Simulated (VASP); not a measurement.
# SnO2 (R-3m) in VASP: single point with PBEsol

Aim: the single point of SnO2 with PBEsol.

All numbers are computed with VASP 6.6.1; they aren't measurements. Logs are shortened: lines on timing, memory, paths and dates and some standing lists are left out, and cuts for length are marked.

### Step 1. The cell of the first run

The structure is trigonal, space group R-3m (No. 166). Conventional cell: a = 3.234 Å, b = 3.234 Å, c = 14.402 Å, α = 90.00°, β = 90.00°, γ = 120.00°. Sn (site symmetry -3m) has 6 O at 2.13 Å within 2.8 Å. Within 2.8 Å of O (site symmetry 3m) lie 3 Sn at 2.13 Å and 3 O at 2.76 Å.

### Step 2. Single point, PBEsol

INCAR

```
SYSTEM = SnO2
  PREC = Accurate
  ENCUT = 600
  EDIFF = 1E-6
  ISMEAR = 0
  SIGMA = 0.01
  LREAL = .FALSE.
  LASPH = .TRUE.
  NELM = 120
  ALGO = Normal
  ISIF = 2
  LWAVE = .FALSE.
  LCHARG = .FALSE.
  GGA = PS
  NBANDS = 35
  GGA_COMPAT = .FALSE.
```

KPOINTS

```
Automatic mesh
0
G
  6 6 3
  0 0 0
```

POSCAR

```
SnO2
1.0
    1.6170930000      0.9336290000      4.8005930000
   -1.6170930000      0.9336290000      4.8005930000
    0.0000000000     -3.7345160000      9.6011860000
Sn O
2 4
Direct
    0.5000000000      0.5000000000      0.2500000000
    0.5000000000      0.5000000000      0.7500000000
    0.2371700000      0.2371700000      0.1185850000
    0.7628300000      0.7628300000      0.3814150000
    0.2371700000      0.2371700000      0.6185850000
    0.7628300000      0.7628300000      0.8814150000
```

Potentials or basis: VASP PAW PBE potentials, release 64 (Sn_d, O).

On the command line:

```bash
> cat potpaw_PBE.64/Sn_d/POTCAR potpaw_PBE.64/O/POTCAR > POTCAR
> mpirun -np 1 vasp_std > vasp.out
```

OUTCAR:

```text
SYSTEM = SnO2
   PREC = Accurate
   ENCUT = 600
   EDIFF = 1E-6
   ISMEAR = 0
   LREAL = .FALSE.
   LASPH = .TRUE.
   NELM = 120
   ISIF = 2
   GGA = PS

 ion  position               nearest neighbor table
   1  0.500  0.500  0.250-   5 2.13   6 2.13   3 2.13   3 2.13   4 2.13   4 2.13   2 3.23   2 3.23
                             2 3.23   2 3.23
   2  0.500  0.500  0.750-   3 2.13   4 2.13   5 2.13   5 2.13   6 2.13   6 2.13   1 3.23   1 3.23
                             1 3.23   1 3.23
   3  0.237  0.237  0.119-   2 2.13   1 2.13   1 2.13
   4  0.763  0.763  0.381-   2 2.13   1 2.13   1 2.13
   5  0.237  0.237  0.619-   1 2.13   2 2.13   2 2.13
   6  0.763  0.763  0.881-   1 2.13   2 2.13   2 2.13

  LATTYP: Found a base centered monoclinic cell.
 ALAT       =     9.7810748410
 B/A-ratio  =     0.3306575251
 C/A-ratio  =     0.5727155851
 COS(beta)  =    -0.1909051950

  Lattice vectors:

 A1 = (   1.6170930000,   0.9336290000,   4.8005930000)
 A2 = (  -1.6170930000,   0.9336290000,   4.8005930000)
 A3 = (  -0.0000000000,  -5.6017740000,   0.0000000000)

Analysis of symmetry for initial positions (statically):
=====================================================================
 Subroutine PRICEL returns following result:

  LATTYP: Found a trigonal (rhomboedric) cell.
 ALAT       =     5.1509558367
 COS(alpha) =     0.8028828836

  Lattice vectors:

 A1 = (   1.6170930000,   0.9336290000,   4.8005930000)
 A2 = (  -1.6170930000,   0.9336290000,   4.8005930000)
 A3 = (   0.0000000000,  -1.8672580000,   4.8005930000)

   2 primitive cells build up your supercell.

 Routine SETGRP: Setting up the symmetry group for a
 base centered monoclinic supercell.

 Subroutine GETGRP returns: Found  4 space group operations
 (whereof  4 operations were pure point group operations)
 out of a pool of  4 trial point group operations.

The static configuration has the point symmetry C_2h.

Analysis of symmetry for dynamics (positions and initial velocities):
=====================================================================
 Subroutine PRICEL returns following result:

  LATTYP: Found a trigonal (rhomboedric) cell.
 ALAT       =     5.1509558367
 COS(alpha) =     0.8028828836

  Lattice vectors:

 A1 = (   1.6170930000,   0.9336290000,   4.8005930000)
 A2 = (  -1.6170930000,   0.9336290000,   4.8005930000)
 A3 = (   0.0000000000,  -1.8672580000,   4.8005930000)

   2 primitive cells build up your supercell.

 Routine SETGRP: Setting up the symmetry group for a
 base centered monoclinic supercell.

 Subroutine GETGRP returns: Found  4 space group operations
 (whereof  4 operations were pure point group operations)
 out of a pool of  4 trial point group operations.

The dynamic configuration has the point symmetry C_2h.

 Subroutine INISYM returns: Found  4 space group operations
 (whereof  4 operations are pure point group operations),
 and found     2 'primitive' translations

----------------------------------------------------------------------------------------

                                     Primitive cell

  volume of cell :      43.4866

  direct lattice vectors                    reciprocal lattice vectors
     1.617093000  0.933629000  4.800593000     0.309196812  0.178514878  0.069435866
    -1.617093000  0.933629000  4.800593000    -0.309196812  0.178514878  0.069435866
     0.000000000 -1.867258000  4.800593000     0.000000000 -0.357029755  0.069435866

  length of vectors
     5.150955837  5.150955837  5.150955794     0.363719080  0.363719080  0.363719103

  position of ions in fractional coordinates (direct lattice)
     0.500000000  0.500000000  0.500000000
     0.237170000  0.237170000  0.237170000
[... 30 lines left out ...]
|                                                                             |
|           W    W    AA    RRRRR   N    N  II  N    N   GGGG   !!!           |
|           W    W   A  A   R    R  NN   N  II  NN   N  G    G  !!!           |
|           W    W  A    A  R    R  N N  N  II  N N  N  G       !!!           |
|           W WW W  AAAAAA  RRRRR   N  N N  II  N  N N  G  GGG   !            |
|           WW  WW  A    A  R   R   N   NN  II  N   NN  G    G                |
|           W    W  A    A  R    R  N    N  II  N    N   GGGG   !!!           |
|                                                                             |
|     Your reciprocal lattice and k-lattice belong to different lattice       |
|     classes:                                                                |
|                                                                             |
|        The reciprocal lattice is base-centered monoclinic,                  |
|        whereas your k-lattice is rhombohedral (trigonal).                   |
|                                                                             |
|     Results are often still useful ...                                      |
|                                                                             |
 -----------------------------------------------------------------------------

 Subroutine IBZKPT returns following result:
 ===========================================

 Found     34 irreducible k-points:

 Following reciprocal coordinates:
            Coordinates               Weight
  0.000000  0.000000  0.000000      1.000000
  0.166667  0.000000  0.000000      4.000000
  0.333333  0.000000 -0.000000      4.000000
  0.500000  0.000000 -0.000000      2.000000
  0.166667  0.166667  0.000000      2.000000
  0.333333  0.166667 -0.000000      4.000000
[... 16 lines left out ...]
 -0.333333  0.166667  0.333333      4.000000
 -0.166667  0.166667  0.333333      4.000000
 [... further k-points ...]
   k-points           NKPTS =     34   k-points in BZ     NKDIM =     34   number of bands    NBANDS=     35
   number of dos      NEDOS =    301   number of ions     NIONS =      6
   total plane-waves  NPLWV = 148176
   dimension x,y,z NGX =    42 NGY =   42 NGZ =   84
   dimension x,y,z NGXF=    84 NGYF=   84 NGZF=  168
   ions per type =               2   4
   NGX,Y,Z   is equivalent  to a cutoff of  13.56, 13.56, 13.56 a.u.
   NGXF,Y,Z  is equivalent  to a cutoff of  27.11, 27.11, 27.11 a.u.
 SYSTEM =  SnO2
   PREC   = accura    normal or accurate (medium, high low for compatibility)
   ISTART =      0    job   : 0-new  1-cont  2-samecut
   ICHARG =      2    charge: 1-file 2-atom 10-const
   ISPIN  =      1    spin polarized calculation?
   LNONCOLLINEAR =      F non collinear calculations
   LSORBIT =      F    spin-orbit coupling
   LASPH  =      T    aspherical Exc in radial PAW
   ENCUT  =  600.0 eV  44.10 Ry    6.64 a.u.  10.29 10.29 20.58*2*pi/ulx,y,z
   NELM   =    120;   NELMIN=  2; NELMDL= -5     # of ELM steps
   EDIFF  = 0.1E-05   stopping-criterion for ELM
   LREAL  =      F    real-space projection
   EDIFFG = 0.1E-04   stopping-criterion for IOM
   NSW    =      0    number of steps for IOM
   IBRION =     -1    ionic relax: 0-MD 1-quasi-New 2-CG
   NFREE  =      0    steps in history (QN), initial steepest desc. (CG)
   ISIF   =      2    stress and relaxation
   ISYM   =      2    0-nonsym 1-usesym 2-fastsym
   POTIM  = 0.5000    time-step for ionic-motion
   TEBEG  =    0.0;   TEEND  =   0.0 temperature during run
   PSTRESS=    0.0 pullay stress
   NELECT =      52.0000    total number of electrons
   NUPDOWN=      -1.0000    fix difference up-down
   EMIN   =  10.00;   EMAX   =-10.00  energy-range for DOS
   EFERMI =   0.00;   METHOD = LEGACY
   ISMEAR =     0;   SIGMA  =   0.01  broadening in eV -4-tet -1-fermi 0-gaus
   EFERMI_NEDOS =   21; number of points for ismear=-14 and -15
   IALGO  =     38    algorithm
   IMIX   =      4    mixing-type and parameters
     AMIX     =   0.40;   BMIX     =  1.00
     AMIX_MAG =   1.60;   BMIX_MAG =  1.00
  volume/ion in A,a.u.               =      14.50        97.82
  Fermi-wavevector in a.u.,A,eV,Ry     =   1.379158  2.606231 25.879338  1.902078
  Thomas-Fermi vector in A             =   2.504154
   LORBIT       =      0    0 simple, 1 ext, 2 COOP (PROOUT), +10 PAW based schemes
   GGA     = PS    functional components
   LHFCALC =     F    Hartree Fock is set to
   AEXX    =    0.0000 exact exchange contribution
   IVDW    =     0    specifies the selected vdW correction
   LEPSILON=     F    determine dielectric tensor
   LRPA    =     F    only Hartree local field effects (RPA)
 non-spin polarized calculation
 Gauss-broadening in eV      SIGMA  =   0.01
  energy-cutoff  :      600.00
  volume of cell :       86.97
 maximum number of plane-waves:      2920
 NGX is ok and might be reduce to    42
   NGX = 21   NGY = 21   NGZ = 41

 number of electron      52.0000004 magnetization

 Free energy of the ion-electron system (eV)
  ---------------------------------------------------
  ext. energy  EPLUGINS =         0.00000000
  ---------------------------------------------------
  free energy    TOTEN  =       -38.60059029 eV

  energy without entropy =      -38.60059029  energy(sigma->0) =      -38.60059029

 E-fermi :   3.2329     XC(G=0): -10.2190

 val. band max:        3.1835265737   @ k =  -0.1667   0.1667   0.0000
 cond. band min:       5.0292429020   @ k =   0.0000   0.0000   0.0000
 fundamental gap:      1.8457163284
 Fermi energy:         3.2329044955

 k-point     1 :       0.0000    0.0000    0.0000
  band No.  band energies     occupation
      1     -17.2923      2.00000
      2     -16.7305      2.00000
      3     -16.5122      2.00000
      4     -16.5122      2.00000
      5     -16.4786      2.00000
      6     -16.4237      2.00000
[... 901 lines left out ...]
     34      15.1759      0.00000
     35      15.1897      0.00000

 [... further k-points ...]

------------------------ aborting loop because EDIFF is reached ----------------------------------------

  FORCE on cell =-STRESS in cart. coord.  units (eV):
  Direction    XX          YY          ZZ          XY          YZ          ZX
  --------------------------------------------------------------------------------------
  -------------------------------------------------------------------------------------
  Total       -2.8340793     -2.8342438     -1.9937061      0.0000000      0.0000236      0.0000000
  in kB      -52.2080075    -52.2110380    -36.7270682      0.0000000      0.0004353      0.0000000
  external PRESSURE =     -47.0487046 kB  Pullay stress =       0.0000000 kB

 VOLUME and BASIS-vectors are now :
 -----------------------------------------------------------------------------
  energy-cutoff  :      600.00
  volume of cell :       86.97
      direct lattice vectors                 reciprocal lattice vectors
     1.617093000  0.933629000  4.800593000     0.309196812  0.178514878  0.069435866
    -1.617093000  0.933629000  4.800593000    -0.309196812  0.178514878  0.069435866
     0.000000000 -3.734516000  9.601186000     0.000000000 -0.178514878  0.034717933

 POSITION                                       TOTAL-FORCE (eV/Angst)
 -----------------------------------------------------------------------------------
      0.00000      0.00000      7.20089         0.000000      0.000000     -0.000000
      0.00000     -1.86726     12.00148         0.000000      0.000000     -0.000000
      0.00000     -0.00000      3.41567        -0.000000     -0.000000     -0.348273
      0.00000      0.00000     10.98611        -0.000000      0.000000      0.348273
      0.00000     -1.86726      8.21626        -0.000000     -0.000000     -0.348273
      0.00000     -1.86726     15.78670        -0.000000      0.000000      0.348273
 -----------------------------------------------------------------------------------
    total drift:                                0.000000      0.000000      0.000000

  FREE ENERGIE OF THE ION-ELECTRON SYSTEM (eV)
  ---------------------------------------------------
  free  energy   TOTEN  =       -38.6005902901 eV

  energy  without entropy=      -38.6005902901  energy(sigma->0) =      -38.60059029
```

Run time: 2.7 min. Hardware: 1 thread of Intel Xeon 6975P-C (Granite Rapids), shared host; peak memory 0.41 GiB.

Results:

```
Free energy            : -38.6006 eV
Pressure               : -4.7 GPa
Largest force          : 0.348 eV/Å
Band gap on the k mesh : 1.85 eV
```

Forces on the atoms (eV/Å):
```
Sn   0.000  0.000  0.000
Sn   0.000  0.000  0.000
O    0.000  0.000 -0.348
O    0.000  0.000  0.348
O    0.000  0.000 -0.348
O    0.000  0.000  0.348
```

Levels at points of the mesh, in eV from the valence-band top:
| k point | band 23 | band 24 | band 25 | band 26 | band 27 | band 28 | band 29 | band 30 |
| --- | --- | --- | --- | --- | --- | --- | --- | --- |
| (0.00, 0.00, 0.00) | -0.90 | -0.60 | -0.56 | -0.12 | 1.85 | 5.23 | 5.57 | 7.58 |
| (0.50, 0.00, 0.00) | -0.60 | -0.56 | -0.46 | -0.02 | 4.96 | 5.23 | 6.77 | 7.58 |
| (0.50, 0.50, 0.00) | -0.85 | -0.85 | -0.46 | -0.02 | 3.11 | 4.96 | 5.52 | 6.77 |

Caveat: the cell stands under tension; the PAW data sets were made with another functional, which shifts forces and pressure a little; spin-orbit coupling is left out, which moves the levels of the heavy elements; an odd mesh through Γ misses points on the zone boundary, where band edges can lie.
